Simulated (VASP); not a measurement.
# Y (Im-3m) in VASP: notebook

Runs on Y. Level: PBEsol. Tasks: relaxation of cell and atoms, single point.

Program: VASP 6.6.1. These are calculated values, not measurements. Logs are shortened: lines on timing, memory, paths and dates and some standing lists are left out, and cuts for length are marked.

## 1. The cell of the first run

The structure is cubic, space group Im-3m (No. 229). The conventional cell has a = 4.040 Å, b = 4.040 Å, c = 4.040 Å, α = 90.00°, β = 90.00°, γ = 90.00°. Y (site symmetry m-3m) has 14 Y at 3.50 to 4.04 Å within 4.6 Å.

This isn't the form of Y at room conditions, which is hcp.

## 2. Relaxation of cell and atoms, PBEsol

INCAR reads:

```
SYSTEM = Y
PREC     = Accurate       ! precision mode
ENCUT    = 500            ! plane-wave cutoff, eV
EDIFF    = 1E-7           ! SCF threshold, eV
ISMEAR   = 1              ! smearing method
SIGMA    = 0.1            ! smearing width, eV
LREAL    = .FALSE.        ! projectors in reciprocal space
LASPH    = .TRUE.         ! aspherical terms in the spheres
NELM     = 120            ! most SCF steps
ALGO     = Normal         ! electronic algorithm
ISIF     = 3              ! what is computed and relaxed
LWAVE    = .FALSE.        ! write WAVECAR
LCHARG   = .FALSE.        ! write CHGCAR
GGA      = PS             ! functional
IBRION   = 2              ! ionic algorithm
NSW      = 80             ! ionic steps
EDIFFG   = -0.01          ! ionic threshold
GGA_COMPAT= .FALSE.      
NELMIN   = 4
```

KPOINTS reads:

```
regular mesh
0
G
  14 14 14
  0 0 0
```

POSCAR reads:

```
Y
1.0
   -2.0200000000      2.0200000000      2.0200000000
    2.0200000000     -2.0200000000      2.0200000000
    2.0200000000      2.0200000000     -2.0200000000
Y
1
Direct
    0.0000000000      0.0000000000      0.0000000000
```

Potentials or basis: VASP PAW PBE potentials, release 64 (Y_sv).

Launch:

```bash
$ cat potpaw_PBE.64/Y_sv/POTCAR > POTCAR
$ mpirun -np 1 vasp_std > vasp.out
```

OUTCAR:

```text
SYSTEM = Y
   PREC = Accurate
   ENCUT = 500
   EDIFF = 1E-7
   ISMEAR = 1
   LREAL = .FALSE.
   LASPH = .TRUE.
   NELM = 120
   ISIF = 3
   GGA = PS
   IBRION = 2
   NSW = 80
   EDIFFG = -0.01
   NELMIN = 4

 ion  position               nearest neighbor table
   1  0.000  0.000  0.000-

  LATTYP: Found a body centered cubic cell.
 ALAT       =     4.0400000000

  Lattice vectors:

 A1 = (  -2.0200000000,   2.0200000000,   2.0200000000)
 A2 = (   2.0200000000,  -2.0200000000,   2.0200000000)
 A3 = (   2.0200000000,   2.0200000000,  -2.0200000000)

Analysis of symmetry for initial positions (statically):
=====================================================================
 Subroutine PRICEL returns:
 Original cell was already a primitive cell.

 Routine SETGRP: Setting up the symmetry group for a
 body centered cubic supercell.

 Subroutine GETGRP returns: Found 48 space group operations
 (whereof 48 operations were pure point group operations)
 out of a pool of 48 trial point group operations.

The static configuration has the point symmetry O_h .

Analysis of symmetry for dynamics (positions and initial velocities):
=====================================================================
 Subroutine PRICEL returns:
 Original cell was already a primitive cell.

 Routine SETGRP: Setting up the symmetry group for a
 body centered cubic supercell.

 Subroutine GETGRP returns: Found 48 space group operations
 (whereof 48 operations were pure point group operations)
 out of a pool of 48 trial point group operations.

The dynamic configuration has the point symmetry O_h .

 Subroutine INISYM returns: Found 48 space group operations
 (whereof 48 operations are pure point group operations),
 and found     1 'primitive' translations

----------------------------------------------------------------------------------------

                                     Primitive cell

  volume of cell :      32.9696

  direct lattice vectors                    reciprocal lattice vectors
    -2.020000000  2.020000000  2.020000000     0.000000000  0.247524752  0.247524752
     2.020000000 -2.020000000  2.020000000     0.247524752  0.000000000  0.247524752
     2.020000000  2.020000000 -2.020000000     0.247524752  0.247524752  0.000000000

  length of vectors
     3.498742631  3.498742631  3.498742631     0.350052862  0.350052862  0.350052862

  position of ions in fractional coordinates (direct lattice)
     0.000000000  0.000000000  0.000000000

  ion indices of the primitive-cell ions
   primitive index   ion index
                 1           1

----------------------------------------------------------------------------------------

 KPOINTS: regular mesh

Automatic generation of k-mesh.
 Grid dimensions read from file:
 generate k-points for:   14   14   14

 Generating k-lattice:

  Cartesian coordinates                     Fractional coordinates (reciprocal lattice)
     0.000000000  0.017680339  0.017680339     0.071428571  0.000000000  0.000000000
     0.017680339  0.000000000  0.017680339     0.000000000  0.071428571  0.000000000
     0.017680339  0.017680339  0.000000000     0.000000000  0.000000000  0.071428571

  Length of vectors
     0.025003776  0.025003776  0.025003776

  Shift w.r.t. Gamma in fractional coordinates (k-lattice)
     0.000000000  0.000000000  0.000000000

 Subroutine IBZKPT returns following result:
 ===========================================

 Found    104 irreducible k-points:

 Following reciprocal coordinates:
            Coordinates               Weight
  0.000000  0.000000  0.000000      1.000000
  0.071429  0.000000  0.000000     12.000000
  0.142857  0.000000  0.000000     12.000000
  0.214286  0.000000  0.000000     12.000000
  0.285714  0.000000  0.000000     12.000000
  0.357143  0.000000  0.000000     12.000000
[... 16 lines left out ...]
  0.285714  0.285714  0.000000     24.000000
  0.357143  0.285714  0.000000     24.000000
 [... further k-points ...]
   k-points           NKPTS =    104   k-points in BZ     NKDIM =    104   number of bands    NBANDS=      9
   number of dos      NEDOS =    301   number of ions     NIONS =      1
   total plane-waves  NPLWV =  21952
   dimension x,y,z NGX =    28 NGY =   28 NGZ =   28
   dimension x,y,z NGXF=    56 NGYF=   56 NGZF=   56
   ions per type =               1
   NGX,Y,Z   is equivalent  to a cutoff of  13.30, 13.30, 13.30 a.u.
   NGXF,Y,Z  is equivalent  to a cutoff of  26.61, 26.61, 26.61 a.u.
 SYSTEM =  Y
   PREC   = accura    normal or accurate (medium, high low for compatibility)
   ISTART =      0    job   : 0-new  1-cont  2-samecut
   ICHARG =      2    charge: 1-file 2-atom 10-const
   ISPIN  =      1    spin polarized calculation?
   LNONCOLLINEAR =      F non collinear calculations
   LSORBIT =      F    spin-orbit coupling
   LASPH  =      T    aspherical Exc in radial PAW
   ENCUT  =  500.0 eV  36.75 Ry    6.06 a.u.   6.38  6.38  6.38*2*pi/ulx,y,z
   NELM   =    120;   NELMIN=  4; NELMDL= -5     # of ELM steps
   EDIFF  = 0.1E-06   stopping-criterion for ELM
   LREAL  =      F    real-space projection
   EDIFFG = -.1E-01   stopping-criterion for IOM
   NSW    =     80    number of steps for IOM
   IBRION =      2    ionic relax: 0-MD 1-quasi-New 2-CG
   NFREE  =      1    steps in history (QN), initial steepest desc. (CG)
   ISIF   =      3    stress and relaxation
   ISYM   =      2    0-nonsym 1-usesym 2-fastsym
   POTIM  = 0.5000    time-step for ionic-motion
   TEBEG  =    0.0;   TEEND  =   0.0 temperature during run
   PSTRESS=    0.0 pullay stress
   NELECT =      11.0000    total number of electrons
   NUPDOWN=      -1.0000    fix difference up-down
   EMIN   =  10.00;   EMAX   =-10.00  energy-range for DOS
   EFERMI =   0.00;   METHOD = LEGACY
   ISMEAR =     1;   SIGMA  =   0.10  broadening in eV -4-tet -1-fermi 0-gaus
   EFERMI_NEDOS =   21; number of points for ismear=-14 and -15
   IALGO  =     38    algorithm
   IMIX   =      4    mixing-type and parameters
     AMIX     =   0.40;   BMIX     =  1.00
     AMIX_MAG =   1.60;   BMIX_MAG =  1.00
  volume/ion in A,a.u.               =      32.97       222.49
  Fermi-wavevector in a.u.,A,eV,Ry     =   1.135449  2.145688 17.541240  1.289245
  Thomas-Fermi vector in A             =   2.272154
   LORBIT       =      0    0 simple, 1 ext, 2 COOP (PROOUT), +10 PAW based schemes
   GGA     = PS    functional components
   LHFCALC =     F    Hartree Fock is set to
   AEXX    =    0.0000 exact exchange contribution
   IVDW    =     0    specifies the selected vdW correction
   LEPSILON=     F    determine dielectric tensor
   LRPA    =     F    only Hartree local field effects (RPA)
 conjugate gradient relaxation of ions
 non-spin polarized calculation
 Methfessel and Paxton  Order N= 1 SIGMA  =   0.10
  energy-cutoff  :      500.00
  volume of cell :       32.97
 maximum number of plane-waves:       887
 NGX is ok and might be reduce to    28
   NGX = 13   NGY = 13   NGZ = 13

--------------------------------------- Ionic step        1  -------------------------------------------

 number of electron      11.0000001 magnetization

 Free energy of the ion-electron system (eV)
  ---------------------------------------------------
  ext. energy  EPLUGINS =         0.00000000
  ---------------------------------------------------
  free energy    TOTEN  =        -6.67981228 eV

  energy without entropy =       -6.68019418  energy(sigma->0) =       -6.67993958

------------------------ aborting loop because EDIFF is reached ----------------------------------------

  FORCE on cell =-STRESS in cart. coord.  units (eV):
  Direction    XX          YY          ZZ          XY          YZ          ZX
  --------------------------------------------------------------------------------------
  -------------------------------------------------------------------------------------
  Total       -0.4205488     -0.4205488     -0.4205488      0.0000000     -0.0000000      0.0000000
  in kB      -20.4367995    -20.4367995    -20.4367995      0.0000000     -0.0000000      0.0000000
  external PRESSURE =     -20.4367995 kB  Pullay stress =       0.0000000 kB

 VOLUME and BASIS-vectors are now :
 -----------------------------------------------------------------------------
  energy-cutoff  :      500.00
  volume of cell :       32.97
      direct lattice vectors                 reciprocal lattice vectors
    -2.020000000  2.020000000  2.020000000     0.000000000  0.247524752  0.247524752
     2.020000000 -2.020000000  2.020000000     0.247524752  0.000000000  0.247524752
     2.020000000  2.020000000 -2.020000000     0.247524752  0.247524752  0.000000000
[... 36 lines left out ...]
 POSITION                                       TOTAL-FORCE (eV/Angst)
 -----------------------------------------------------------------------------------
     -0.00000      0.00000      0.00000        -0.000000      0.000000      0.000000
 -----------------------------------------------------------------------------------
    total drift:                               -0.000000     -0.000000     -0.000000

  FREE ENERGIE OF THE ION-ELECTRON SYSTEM (eV)
  ---------------------------------------------------
  free  energy   TOTEN  =        -6.6910446401 eV

  energy  without entropy=       -6.6913519757  energy(sigma->0) =       -6.69114709

--------------------------------------- Ionic step        3  -------------------------------------------

 number of electron      11.0000000 magnetization

 Free energy of the ion-electron system (eV)
  ---------------------------------------------------
  ext. energy  EPLUGINS =         0.00000000
  ---------------------------------------------------
  free energy    TOTEN  =        -6.69127155 eV

  energy without entropy =       -6.69157860  energy(sigma->0) =       -6.69137390

 E-fermi :   3.2675     XC(G=0):  -9.7341

 val. band max:        3.2614367316   @ k =  -0.2857   0.4286   0.0714
 cond. band min:       3.2681529109   @ k =   0.3571   0.2857   0.0000
 fundamental gap:      0.0067161794
 Fermi energy:         3.2674924945

 k-point     1 :       0.0000    0.0000    0.0000
  band No.  band energies     occupation
      1     -39.3751      2.00000
      2     -19.0499      2.00000
      3     -19.0499      2.00000
      4     -19.0499      2.00000
      5      -1.6401      2.00000
      6       4.9649     -0.00000
      7       4.9649     -0.00000
      8       4.9649     -0.00000
      9       7.0186      0.00000

 k-point     2 :       0.0714    0.0000    0.0000
  band No.  band energies     occupation
      1     -39.3709      2.00000
      2     -19.0846      2.00000
      3     -19.0605      2.00000
      4     -19.0501      2.00000
      5      -1.4986      2.00000
      6       4.8601     -0.00000
      7       4.9176     -0.00000
      8       5.1019     -0.00000
      9       6.8541      0.00000
[... 253 lines left out ...]
 k-point    24 :       0.3571    0.2857    0.0000
  band No.  band energies     occupation
      1     -39.2805      2.00000
      2     -19.5504      2.00000
      3     -19.4495      2.00000
      4     -19.1308      2.00000
      5       2.4724      2.00000
      6       3.1425      2.07073
      7       3.2682      0.98882
      8       7.1362      0.00000
      9       7.4926      0.00000

 [... further k-points ...]

------------------------ aborting loop because EDIFF is reached ----------------------------------------

  FORCE on cell =-STRESS in cart. coord.  units (eV):
  Direction    XX          YY          ZZ          XY          YZ          ZX
  --------------------------------------------------------------------------------------
  -------------------------------------------------------------------------------------
  Total        0.0006345      0.0006345      0.0006345      0.0000000      0.0000000      0.0000000
  in kB        0.0325457      0.0325457      0.0325457      0.0000000      0.0000000      0.0000000
  external PRESSURE =       0.0325457 kB  Pullay stress =       0.0000000 kB

 VOLUME and BASIS-vectors are now :
 -----------------------------------------------------------------------------
  energy-cutoff  :      500.00
  volume of cell :       31.24
      direct lattice vectors                 reciprocal lattice vectors
    -1.983969456  1.983969456  1.983969456     0.000000000  0.252020009  0.252020009
     1.983969456 -1.983969456  1.983969456     0.252020009  0.000000000  0.252020009
     1.983969456  1.983969456 -1.983969456     0.252020009  0.252020009  0.000000000

 POSITION                                       TOTAL-FORCE (eV/Angst)
 -----------------------------------------------------------------------------------
     -0.00000      0.00000      0.00000        -0.000000      0.000000      0.000000
 -----------------------------------------------------------------------------------
    total drift:                               -0.000000     -0.000000     -0.000000

  FREE ENERGIE OF THE ION-ELECTRON SYSTEM (eV)
  ---------------------------------------------------
  free  energy   TOTEN  =        -6.6912715529 eV

  energy  without entropy=       -6.6915785961  energy(sigma->0) =       -6.69137390

 reached required accuracy - stopping structural energy minimisation
```

Run time: 85 s. Hardware: 1 thread of Intel Xeon Platinum 8259CL at 2.50GHz (Skylake/Cascade Lake), shared host; peak memory 0.21 GiB.

Results:

```yaml
Free_energy: -6.6913 eV
Relaxed_volume: 31.24 Å³/atom
Relaxed_cell: a = 3.436 Å, b = 3.436 Å, c = 3.436 Å, α = 109.47°, β = 109.47°, γ = 109.47°
Space_group_after_relaxing_to_0.1_Å: Im-3m (No. 229)
Energy_gained_by_relaxing: 11.5 meV/atom
Ionic_steps: 3
Pressure_after_relaxing: 0.0 GPa
Band_gap_on_the_k_mesh: zero (an odd number of electrons rules out a gap without spin polarisation)
```

Step by step:
| step | energy change (eV) | largest force (eV/Å) | pressure (GPa) | volume (Å³) |
| --- | --- | --- | --- | --- |
| 1 | 0.0000 | 0.0000 | -2.04 | 32.97 |
| 2 | -0.0112 | 0.0000 | 0.32 | 31.00 |
| 3 | -0.0115 | 0.0000 | 0.00 | 31.24 |

Final structure:
```yaml
crystal:
  lattice:
    - [-1.98397, 1.98397, 1.98397]
    - [1.98397, -1.98397, 1.98397]
    - [1.98397, 1.98397, -1.98397]
  atoms:
    - { symbol: Y, position: [0.00000, 0.00000, 0.00000] }
```

Caveat: the PAW data sets were made with another functional, which shifts forces and pressure a little.

## 3. Single point, PBEsol

This run uses another cell than the first one, of 31.31 Å³/atom.

INCAR reads:

```
SYSTEM = Y
  PREC = Accurate
  ENCUT = 520
  EDIFF = 1E-7
  ISMEAR = 1
  SIGMA = 0.1
  LREAL = .FALSE.
  LASPH = .TRUE.
  NELM = 100
  ALGO = Normal
  ISIF = 2
  LWAVE = .FALSE.
  LCHARG = .TRUE.
  GGA = PS
  LELF = .TRUE.
  LVHAR = .TRUE.
  NBANDS = 12
```

KPOINTS is that of step 2.

POSCAR reads:

```
Y
1.0
   -1.9854927943      1.9854927943      1.9854927943
    1.9854927943     -1.9854927943      1.9854927943
    1.9854927943      1.9854927943     -1.9854927943
Y
1
Direct
    0.0000000000      0.0000000000      0.0000000000
```

Potentials or basis: VASP PAW PBE potentials, release 64 (Y_sv).

Launch:

```bash
$ cat potpaw_PBE.64/Y_sv/POTCAR > POTCAR
$ mpirun -np 1 vasp_std > vasp.out
```

Run time: 67 s. Hardware: 1 thread of Intel Xeon 8259CL, shared host; peak memory 0.2 GiB.

It converged, with:

* Free energy: -6.6912 eV
* Pressure: -0.1 GPa
* Band gap on the k mesh: zero (an odd number of electrons rules out a gap without spin polarisation)

Levels at points of the mesh, in eV from the Fermi level:
```tsv
k point	band 1	band 2	band 3	band 4	band 5	band 6	band 7	band 8	band 9	band 10
(0.00, 0.00, 0.00)	-42.65	-22.33	-22.33	-22.33	-4.90	1.69	1.69	1.69	3.74	3.74
(0.50, 0.00, 0.00)	-42.56	-22.98	-22.53	-22.33	-2.09	0.12	0.91	3.68	4.37	6.15
(0.50, 0.50, 0.50)	-42.50	-22.77	-22.77	-22.77	-1.58	-1.58	5.56	5.56	5.56	5.73
```

Caveat: the PAW data sets were made with another functional, which shifts forces and pressure a little.

## 4. Single point, PBEsol

This run uses another cell than the first one, of 31.31 Å³/atom.

INCAR reads:

```
  PREC = Accurate
  ENCUT = 520
  EDIFF = 1E-7
  ISMEAR = 1
  SIGMA = 0.1
  LREAL = False
  LASPH = True
  NELM = 60
  ALGO = Normal
  ISIF = 2
  LWAVE = False
  LCHARG = True
  GGA = PS
  LELF = True
  LVHAR = True
  NBANDS = 12
```

KPOINTS reads:

```
regular mesh
0
Gamma
  14 14 14
```

POSCAR is that of step 3.

Launch:

```bash
$ cat potpaw_PBE.64/Y_sv/POTCAR > POTCAR
$ mpirun -np 1 vasp_std > vasp.out
```

Wall time 72 s (1 thread of Intel Xeon 8259CL, shared host); peak memory 0.2 GiB.

It converged, with:

```yaml
Free_energy: -6.6912 eV
Pressure: -0.1 GPa
Band_gap_on_the_k_mesh: zero (an odd number of electrons rules out a gap without spin polarisation)
```

Levels at points of the mesh, in eV from the Fermi level:
```
           k point  band 2  band 3  band 4  band 5  band 6  band 7  band 8  band 9
(0.00, 0.00, 0.00)  -22.33  -22.33  -22.33   -4.90    1.69    1.69    1.69    3.74
(0.50, 0.00, 0.00)  -22.98  -22.53  -22.33   -2.09    0.12    0.91    3.68    4.37
(0.50, 0.50, 0.50)  -22.77  -22.77  -22.77   -1.58   -1.58    5.56    5.56    5.56
```

Caveat: the PAW data sets were made with another functional, which shifts forces and pressure a little.

## 5. Single point, PBEsol

This run uses another cell than the first one, of 31.93 Å³/atom.

INCAR reads:

```
SYSTEM = Y
PREC = Accurate
ENCUT = 520
EDIFF = 1E-6
ISMEAR = 1
SIGMA = 0.1
LREAL = .False.
LASPH = .True.
NELM = 60
ALGO = Normal
ISIF = 2
LWAVE = .False.
LCHARG = .True.
GGA = PS
LELF = .True.
LVHAR = .True.
NBANDS = 12
```

KPOINTS reads:

```
regular mesh
0
Gamma
  14 14 14
  0 0 0
```

POSCAR reads:

```
Y
1.0
   -1.9986421364      1.9986421364      1.9986421364
    1.9986421364     -1.9986421364      1.9986421364
    1.9986421364      1.9986421364     -1.9986421364
Y
1
Direct
    0.0000000000      0.0000000000      0.0000000000
```

Launch:

```bash
$ cat potpaw_PBE.64/Y_sv/POTCAR > POTCAR
$ mpirun -np 1 vasp_std > vasp.out
```

Run time: 65 s. Hardware: 1 thread of Intel Xeon 8259CL, shared host; peak memory 0.2 GiB.

It converged, with:

* Free energy: -6.6893 eV
* Pressure: -0.9 GPa
* Band gap on the k mesh: zero (an odd number of electrons rules out a gap without spin polarisation)

Levels at points of the mesh, in eV from the Fermi level:
```tsv
k point	band 2	band 3	band 4	band 5	band 6	band 7	band 8	band 9
(0.00, 0.00, 0.00)	-22.39	-22.39	-22.39	-4.87	1.67	1.67	1.67	3.68
(0.50, 0.00, 0.00)	-23.00	-22.58	-22.39	-2.05	0.14	0.84	3.61	4.28
(0.50, 0.50, 0.50)	-22.81	-22.81	-22.81	-1.52	-1.52	5.45	5.45	5.45
```

Caveat: the PAW data sets were made with another functional, which shifts forces and pressure a little.

## 6. Overview

```tsv
task	cell	cutoff (eV)	gap on the mesh (eV)	pressure (GPa)
relaxation of cell and atoms	relaxed from a = 3.499 Å, angles 109.5°, 1 atom	500	none	0.0
single point	a = 3.439 Å, angles 109.5°, 1 atom	520	none	-0.1
single point	a = 3.462 Å, angles 109.5°, 1 atom	520	none	-0.9
```

Alike in all rows: level PBEsol; potentials or basis VASP PAW PBE potentials, release 64 (Y_sv); no spin polarisation; k mesh 14 × 14 × 14; smearing methfessel-paxton 0.1 eV.

Caveats: the PAW data sets were made with another functional, which shifts forces and pressure a little.

Total energies depend on the potentials used, so only differences within one code and one set of settings carry meaning.
